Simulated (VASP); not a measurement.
# InP in VASP: notebook

The runs below take InP through relaxation of the atoms, single point, with PBE.

Everything below comes from runs of VASP 6.6.1. Logs are shortened: lines on timing, memory, paths and dates and some standing lists are left out, and cuts for length are marked.

## 1. The cell of the first run

It takes space group I-4m2 (No. 119, tetragonal). Conventional cell: a = 4.150 Å, b = 4.150 Å, c = 5.810 Å, α = 90.00°, β = 90.00°, γ = 90.00°. Within 3.3 Å of In (site symmetry -4m2) lie 4 P at 2.53 Å. P (site symmetry -4m2) has 4 In at 2.53 Å within 3.3 Å.

## 2. Relaxation of the atoms, PBE (z stretched by -1 %)

The input, INCAR:

```
SYSTEM = InP
  PREC = Accurate
  ENCUT = 520
  EDIFF = 1E-6
  ISMEAR = -1
  SIGMA = 0.02
  LREAL = .FALSE.
  LASPH = .TRUE.
  NELM = 60
  ALGO = Normal
  ISIF = 2
  LWAVE = .FALSE.
  LCHARG = .FALSE.
  GGA = PE
  IBRION = 2
  NSW = 80
  EDIFFG = -0.02
```

The input, KPOINTS:

```
Automatic mesh
0
G
  13 13 13
  0 0 0
```

The input, POSCAR:

```
InP
1.0
    0.0000000000      2.9343500000      2.9050065000
    2.9343500000      0.0000000000      2.9050065000
    2.9343500000      2.9343500000      0.0000000000
In P
1 1
Direct
    0.0000000000      0.0000000000      0.0000000000
    0.2500000000      0.2500000000      0.2500000000
```

Potentials or basis: VASP PAW PBE potentials, release 64 (In_d, P).

Launch:

```
cat potpaw_PBE.64/In_d/POTCAR potpaw_PBE.64/P/POTCAR > POTCAR
mpirun -np 1 vasp_std > vasp.out
```

OUTCAR:

```text
SYSTEM = InP
   PREC = Accurate
   ENCUT = 520
   EDIFF = 1E-6
   ISMEAR = -1
   LREAL = .FALSE.
   LASPH = .TRUE.
   NELM = 60
   ISIF = 2
   GGA = PE
   IBRION = 2
   NSW = 80
   EDIFFG = -0.02

 ion  position               nearest neighbor table
   1  0.000  0.000  0.000-   2 2.53   2 2.53   2 2.53   2 2.53
   2  0.250  0.250  0.250-   1 2.53   1 2.53   1 2.53   1 2.53

  LATTYP: Found a body centered tetragonal cell.
 ALAT       =     4.1497975667
 C/A-ratio  =     1.4000714267

  Lattice vectors:

 A1 = (   0.0000000000,  -2.9343500000,  -2.9050065000)
 A2 = (   0.0000000000,   2.9343500000,  -2.9050065000)
 A3 = (   2.9343500000,   0.0000000000,   2.9050065000)

Analysis of symmetry for initial positions (statically):
=====================================================================
 Subroutine PRICEL returns:
 Original cell was already a primitive cell.

 Routine SETGRP: Setting up the symmetry group for a
 body centered tetragonal supercell.

 Subroutine GETGRP returns: Found  8 space group operations
 (whereof  8 operations were pure point group operations)
 out of a pool of 16 trial point group operations.

The static configuration has the point symmetry D_2d.

Analysis of symmetry for dynamics (positions and initial velocities):
=====================================================================
 Subroutine PRICEL returns:
 Original cell was already a primitive cell.

 Routine SETGRP: Setting up the symmetry group for a
 body centered tetragonal supercell.

 Subroutine GETGRP returns: Found  8 space group operations
 (whereof  8 operations were pure point group operations)
 out of a pool of 16 trial point group operations.

The dynamic configuration has the point symmetry D_2d.

 Subroutine INISYM returns: Found  8 space group operations
 (whereof  8 operations are pure point group operations),
 and found     1 'primitive' translations

----------------------------------------------------------------------------------------

                                     Primitive cell

  volume of cell :      50.0266

  direct lattice vectors                    reciprocal lattice vectors
     0.000000000  2.934350000  2.905006500    -0.170395488  0.170395488  0.172116654
     2.934350000  0.000000000  2.905006500     0.170395488 -0.170395488  0.172116654
     2.934350000  2.934350000  0.000000000     0.170395488  0.170395488 -0.172116654

  length of vectors
     4.129100712  4.129100712  4.149797567     0.296130693  0.296130693  0.296130693

  position of ions in fractional coordinates (direct lattice)
     0.000000000  0.000000000  0.000000000
     0.250000000  0.250000000  0.250000000

  ion indices of the primitive-cell ions
   primitive index   ion index
                 1           1
                 2           2

----------------------------------------------------------------------------------------

 KPOINTS: Automatic mesh

Automatic generation of k-mesh.
 Grid dimensions read from file:
 generate k-points for:   13   13   13

 Generating k-lattice:

  Cartesian coordinates                     Fractional coordinates (reciprocal lattice)
    -0.013107345  0.013107345  0.013239743     0.076923077  0.000000000  0.000000000
     0.013107345 -0.013107345  0.013239743     0.000000000  0.076923077  0.000000000
     0.013107345  0.013107345 -0.013239743     0.000000000  0.000000000  0.076923077

  Length of vectors
     0.022779284  0.022779284  0.022779284

  Shift w.r.t. Gamma in fractional coordinates (k-lattice)
     0.000000000  0.000000000  0.000000000

 Subroutine IBZKPT returns following result:
 ===========================================

 Found    196 irreducible k-points:

 Following reciprocal coordinates:
            Coordinates               Weight
  0.000000  0.000000  0.000000      1.000000
  0.076923  0.000000  0.000000      8.000000
  0.153846  0.000000  0.000000      8.000000
  0.230769  0.000000  0.000000      8.000000
  0.307692  0.000000  0.000000      8.000000
  0.384615  0.000000  0.000000      8.000000
[... 16 lines left out ...]
  0.384615  0.153846  0.000000      8.000000
  0.461538  0.153846  0.000000      8.000000
 [... further k-points ...]
   k-points           NKPTS =    196   k-points in BZ     NKDIM =    196   number of bands    NBANDS=     13
   number of dos      NEDOS =    301   number of ions     NIONS =      2
   total plane-waves  NPLWV =  32768
   dimension x,y,z NGX =    32 NGY =   32 NGZ =   32
   dimension x,y,z NGXF=    64 NGYF=   64 NGZF=   64
   ions per type =               1   1
   NGX,Y,Z   is equivalent  to a cutoff of  12.88, 12.88, 12.82 a.u.
   NGXF,Y,Z  is equivalent  to a cutoff of  25.77, 25.77, 25.64 a.u.
 SYSTEM =  InP
   PREC   = accura    normal or accurate (medium, high low for compatibility)
   ISTART =      0    job   : 0-new  1-cont  2-samecut
   ICHARG =      2    charge: 1-file 2-atom 10-const
   ISPIN  =      1    spin polarized calculation?
   LNONCOLLINEAR =      F non collinear calculations
   LSORBIT =      F    spin-orbit coupling
   LASPH  =      T    aspherical Exc in radial PAW
   ENCUT  =  520.0 eV  38.22 Ry    6.18 a.u.   7.68  7.68  7.72*2*pi/ulx,y,z
   NELM   =     60;   NELMIN=  2; NELMDL= -5     # of ELM steps
   EDIFF  = 0.1E-05   stopping-criterion for ELM
   LREAL  =      F    real-space projection
   EDIFFG = -.2E-01   stopping-criterion for IOM
   NSW    =     80    number of steps for IOM
   IBRION =      2    ionic relax: 0-MD 1-quasi-New 2-CG
   NFREE  =      1    steps in history (QN), initial steepest desc. (CG)
   ISIF   =      2    stress and relaxation
   ISYM   =      2    0-nonsym 1-usesym 2-fastsym
   POTIM  = 0.5000    time-step for ionic-motion
   TEBEG  =    0.0;   TEEND  =   0.0 temperature during run
   PSTRESS=    0.0 pullay stress
   NELECT =      18.0000    total number of electrons
   NUPDOWN=      -1.0000    fix difference up-down
   EMIN   =  10.00;   EMAX   =-10.00  energy-range for DOS
   EFERMI =   0.00;   METHOD = LEGACY
   ISMEAR =    -1;   SIGMA  =   0.02  broadening in eV -4-tet -1-fermi 0-gaus
   EFERMI_NEDOS =   21; number of points for ismear=-14 and -15
   IALGO  =     38    algorithm
   IMIX   =      4    mixing-type and parameters
     AMIX     =   0.40;   BMIX     =  1.00
     AMIX_MAG =   1.60;   BMIX_MAG =  1.00
  volume/ion in A,a.u.               =      25.01       168.80
  Fermi-wavevector in a.u.,A,eV,Ry     =   1.164391  2.200379 18.446853  1.355805
  Thomas-Fermi vector in A             =   2.300929
   LORBIT       =      0    0 simple, 1 ext, 2 COOP (PROOUT), +10 PAW based schemes
   GGA     = PE    functional components
   LHFCALC =     F    Hartree Fock is set to
   AEXX    =    0.0000 exact exchange contribution
   IVDW    =     0    specifies the selected vdW correction
   LEPSILON=     F    determine dielectric tensor
   LRPA    =     F    only Hartree local field effects (RPA)
 conjugate gradient relaxation of ions
 non-spin polarized calculation
  energy-cutoff  :      520.00
  volume of cell :       50.03
 maximum number of plane-waves:      1363
   NGX = 15   NGY = 15   NGZ = 15

 number of electron      18.0000003 magnetization

 Free energy of the ion-electron system (eV)
  ---------------------------------------------------
  ext. energy  EPLUGINS =         0.00000000
  ---------------------------------------------------
  free energy    TOTEN  =        -8.37565871 eV

  energy without entropy =       -8.37565871  energy(sigma->0) =       -8.37565871

 E-fermi :   5.6537     XC(G=0):  -9.3107

 val. band max:        5.2856707607   @ k =   0.0000   0.0000   0.0000
 cond. band min:       6.0000962274   @ k =   0.0000   0.0000   0.0000
 fundamental gap:      0.7144254667
 Fermi energy:         5.6537414243

 k-point     1 :       0.0000    0.0000    0.0000
  band No.  band energies     occupation
      1      -8.9430      2.00000
      2      -8.9430      2.00000
      3      -8.9386      2.00000
      4      -8.7869      2.00000
      5      -8.7857      2.00000
      6      -6.3043      2.00000
      7       5.2390      2.00000
      8       5.2390      2.00000
      9       5.2857      2.00000
     10       6.0001      0.00000
     11       9.3386      0.00000
     12       9.3535      0.00000
     13       9.3535      0.00000

 k-point     2 :       0.0769    0.0000    0.0000
  band No.  band energies     occupation
      1      -8.9495      2.00000
      2      -8.9399      2.00000
      3      -8.9367      2.00000
      4      -8.7870      2.00000
      5      -8.7857      2.00000
      6      -6.2353      2.00000
      7       4.4417      2.00000
      8       5.1612      2.00000
      9       5.1952      2.00000
     10       6.5961      0.00000
     11       9.3707      0.00000
     12       9.4636      0.00000
     13       9.4684      0.00000

 k-point     3 :       0.1538    0.0000    0.0000
  band No.  band energies     occupation
      1      -8.9702      2.00000
      2      -8.9318      2.00000
      3      -8.9290      2.00000
      4      -8.7868      2.00000
      5      -8.7851      2.00000
      6      -6.0334      2.00000
      7       3.2705      2.00000
      8       4.9656      2.00000
      9       5.0057      2.00000
     10       7.0492      0.00000
     11       9.6555      0.00000
     12       9.7402      0.00000
     13       9.7527      0.00000
[... 305 lines left out ...]
 k-point    23 :       0.3846    0.1538    0.0000
  band No.  band energies     occupation
      1      -9.0539      2.00000
      2      -8.8969      2.00000
      3      -8.8910      2.00000
      4      -8.7997      2.00000
      5      -8.7669      2.00000
      6      -4.9607      2.00000
      7       0.6747      2.00000
      8       3.6119      2.00000
      9       3.8797      2.00000
     10       7.8629      0.00000
     11       9.4308      0.00000
     12      10.9404      0.00000
     13      11.0518      0.00000

 k-point    24 :       0.4615    0.1538    0.0000
  band No.  band energies     occupation
      1      -9.0670      2.00000
      2      -8.8944      2.00000
      3      -8.8873      2.00000
      4      -8.7938      2.00000
      5      -8.7664      2.00000
      6      -4.5850      2.00000
      7      -0.0452      2.00000
      8       3.3299      2.00000
      9       3.8483      2.00000
     10       7.7871      0.00000
     11       9.6321      0.00000
     12      10.9100      0.00000
     13      11.5910      0.00000

 [... further k-points ...]
[... 5 lines left out ...]
  --------------------------------------------------------------------------------------
  -------------------------------------------------------------------------------------
  Total        1.1258959      1.1258959      1.2469808      0.0000000     -0.0000000      0.0000000
  in kB       36.0585208     36.0585208     39.9364459      0.0000000     -0.0000000      0.0000000
  external PRESSURE =      37.3511625 kB  Pullay stress =       0.0000000 kB

 VOLUME and BASIS-vectors are now :
 -----------------------------------------------------------------------------
  energy-cutoff  :      520.00
  volume of cell :       50.03
      direct lattice vectors                 reciprocal lattice vectors
     0.000000000  2.934350000  2.905006500    -0.170395488  0.170395488  0.172116654
     2.934350000  0.000000000  2.905006500     0.170395488 -0.170395488  0.172116654
     2.934350000  2.934350000  0.000000000     0.170395488  0.170395488 -0.172116654

 POSITION                                       TOTAL-FORCE (eV/Angst)
 -----------------------------------------------------------------------------------
      0.00000      0.00000      0.00000        -0.000000     -0.000000      0.000000
      1.46717      1.46717      1.45250         0.000000      0.000000     -0.000000
 -----------------------------------------------------------------------------------
    total drift:                                0.000000      0.000000     -0.000000

  FREE ENERGIE OF THE ION-ELECTRON SYSTEM (eV)
  ---------------------------------------------------
  free  energy   TOTEN  =        -8.3756587139 eV

  energy  without entropy=       -8.3756587139  energy(sigma->0) =       -8.37565871

 reached required accuracy - stopping structural energy minimisation
```

It took 84 s on 1 thread of Intel Xeon Platinum 8488C (Sapphire Rapids), shared host; peak memory 0.27 GiB.

Results:

```
Free energy             : -8.3757 eV
Pressure after relaxing : 3.7 GPa
Band gap on the k mesh  : 0.71 eV
```

Stress tensor (GPa, compression positive):
```
3.61 0.00 0.00
0.00 3.61 0.00
0.00 0.00 3.99
```

Final structure:
```
In P
1.0
     0.00000    2.93435    2.90501
     2.93435    0.00000    2.90501
     2.93435    2.93435    0.00000
In P
1 1
Direct
  0.00000 0.00000 0.00000
  0.25000 0.25000 0.25000
```

Caveat: the cell differs from its parent crystal (z stretched by -1 %); the relaxation stopped at its first step, so nothing moved; spin-orbit coupling is left out, which moves the levels of the heavy elements.

## 3. Single point, PBE (z stretched by +2 %, then relaxed in part)

The input, INCAR:

```
  ALGO = Normal
  EDIFF = 1E-6
  ENCUT = 520
  GGA = PE
  ISIF = 2
  ISMEAR = -1
  LASPH = True
  LCHARG = False
  LREAL = False
  LWAVE = False
  NBANDS = 16
  NELM = 80
  PREC = Accurate
  SIGMA = 0.02
```

The input, KPOINTS:

```
k-points
0
Gamma
  13 13 13
```

The input, POSCAR:

```
InP
1.0
    0.0000000000      2.9343500000      2.9930370000
    2.9343500000      0.0000000000      2.9930370000
    2.9343500000      2.9343500000      0.0000000000
In P
1 1
Direct
    0.0000000000      0.0000000000      0.0000000000
    0.2500000000      0.2500000000      0.2500000000
```

Potentials or basis: VASP PAW PBE potentials, release 64 (In_d, P).

Launch:

```
cat potpaw_PBE.64/In_d/POTCAR potpaw_PBE.64/P/POTCAR > POTCAR
mpirun -np 1 vasp_std > vasp.out
```

It took 2.3 min on 1 thread of Intel Xeon 8259CL, shared host; peak memory 0.29 GiB.

The run converged. Its results:

```yaml
Free_energy: -8.3998 eV
Pressure: 1.6 GPa
Band_gap_on_the_k_mesh: 0.55 eV
```

Stress tensor (GPa, compression positive):
```
1.88 0.00 0.00
0.00 1.88 0.00
0.00 0.00 1.04
```

Levels at points of the mesh, in eV from the valence-band top:
| k point | band 6 | band 7 | band 8 | band 9 | band 10 | band 11 | band 12 | band 13 |
| --- | --- | --- | --- | --- | --- | --- | --- | --- |
| (0.00, 0.00, 0.00) | -11.39 | -0.09 | 0.00 | 0.00 | 0.55 | 4.05 | 4.05 | 4.09 |

Caveat: the cell differs from its parent crystal (z stretched by +2 %, then relaxed in part); spin-orbit coupling is left out, which moves the levels of the heavy elements.

## 4. Single point, PBE (z stretched by +3 %, then relaxed in part)

The input, INCAR:

```
ALGO = Normal
EDIFF = 1E-7
ENCUT = 520
GGA = PE
ISIF = 2
ISMEAR = -1
LASPH = T
LCHARG = F
LREAL = F
LWAVE = F
NBANDS = 16
NELM = 60
PREC = Accurate
SIGMA = 0.02
```

KPOINTS is that of step 3.

The input, POSCAR:

```
InP
1.0
    0.0000000000      2.9343500000      3.0223805000
    2.9343500000      0.0000000000      3.0223805000
    2.9343500000      2.9343500000      0.0000000000
In P
1 1
Direct
    0.0000000000      0.0000000000      0.0000000000
    0.2500000000      0.2500000000      0.2500000000
```

Launch:

```
cat potpaw_PBE.64/In_d/POTCAR potpaw_PBE.64/P/POTCAR > POTCAR
mpirun -np 1 vasp_std > vasp.out
```

Wall time 2.7 min (1 thread of Intel Xeon 8259CL, shared host); peak memory 0.29 GiB.

The run converged. Its results:

```
Free energy            : -8.4018 eV
Pressure               : 1.0 GPa
Band gap on the k mesh : 0.48 eV
```

Stress tensor (GPa, compression positive):
```
1.38 0.00 0.00
0.00 1.38 0.00
0.00 0.00 0.11
```

Levels at points of the mesh, in eV from the valence-band top:
```csv
k point,band 5,band 6,band 7,band 8,band 9,band 10,band 11,band 12,band 13,band 14
"(0.00, 0.00, 0.00)",-14.03,-11.34,-0.14,0.00,0.00,0.48,4.03,4.03,4.08,8.37
```

Caveat: the cell differs from its parent crystal (z stretched by +3 %, then relaxed in part); spin-orbit coupling is left out, which moves the levels of the heavy elements.

## 5. Relaxation of the atoms, PBE (23.75 Å³/atom)

This run uses another cell than the first one, of 23.75 Å³/atom.

The input, INCAR:

```
  ALGO = Normal
  EDIFF = 1E-7
  EDIFFG = -0.02
  ENCUT = 520
  GGA = PE
  IBRION = 2
  ISIF = 2
  ISMEAR = -1
  LASPH = T
  LCHARG = F
  LREAL = F
  LWAVE = F
  NELM = 100
  NSW = 80
  PREC = Accurate
  SIGMA = 0.02
```

KPOINTS is that of step 4.

The input, POSCAR:

```
InP
1.0
    0.0000000000      2.8744484981      2.8744484981
    2.8744484981      0.0000000000      2.8744484981
    2.8744484981      2.8744484981      0.0000000000
In P
1 1
Direct
    0.0000000000      0.0000000000      0.0000000000
    0.2500000000      0.2500000000      0.2500000000
```

Launch:

```
cat potpaw_PBE.64/In_d/POTCAR potpaw_PBE.64/P/POTCAR > POTCAR
mpirun -np 1 vasp_std > vasp.out
```

Run time: 77 s. Hardware: 1 thread of Intel Xeon 8259CL, shared host; peak memory 0.21 GiB.

It converged, with:

```
Free energy             : -8.2829 eV
Pressure after relaxing : 8.2 GPa
Band gap on the k mesh  : 1.03 eV
```

Final structure:
```xyz
2
Lattice="0.0000 2.8744 2.8744 2.8744 0.0000 2.8744 2.8744 2.8744 0.0000" Properties=species:S:1:pos:R:3 pbc="T T T"
In    0.0000    0.0000    0.0000
P     1.4372    1.4372    1.4372
```

Levels at points of the mesh, in eV from the valence-band top:
| k point | band 5 | band 6 | band 7 | band 8 | band 9 | band 10 | band 11 | band 12 | band 13 |
| --- | --- | --- | --- | --- | --- | --- | --- | --- | --- |
| (0.00, 0.00, 0.00) | -14.13 | -11.93 | 0.00 | 0.00 | 0.00 | 1.03 | 4.08 | 4.08 | 4.08 |

Caveat: the relaxation stopped at its first step, so nothing moved; spin-orbit coupling is left out, which moves the levels of the heavy elements.

## 6. Summary

```tsv
task	cell	gap on the mesh (eV)	pressure (GPa)
relaxation of the atoms	atoms relaxed from a = 4.129, b = 4.129, c = 4.150 Å, angles 59.8, 59.8, 60.3°, 2 atoms	0.71	3.7
single point	a = 4.192, b = 4.192, c = 4.150 Å, angles 60.3, 60.3, 59.3°, 2 atoms	0.55	1.6
single point	a = 4.213, b = 4.213, c = 4.150 Å, angles 60.5, 60.5, 59.0°, 2 atoms	0.48	1.0
relaxation of the atoms	atoms relaxed from a = 4.065 Å, angles 60.0°, 2 atoms	1.03	8.2
```

Alike in all rows: level PBE; potentials or basis VASP PAW PBE potentials, release 64 (In_d, P); no spin polarisation; k mesh 13 × 13 × 13; cutoff (eV) 520; smearing fermi-dirac 0.02 eV.

Caveats: spin-orbit coupling is left out, which moves the levels of the heavy elements; the relaxation stopped at its first step, so nothing moved (at least some runs).

Absolute energies hang on the potentials; compare differences alone.
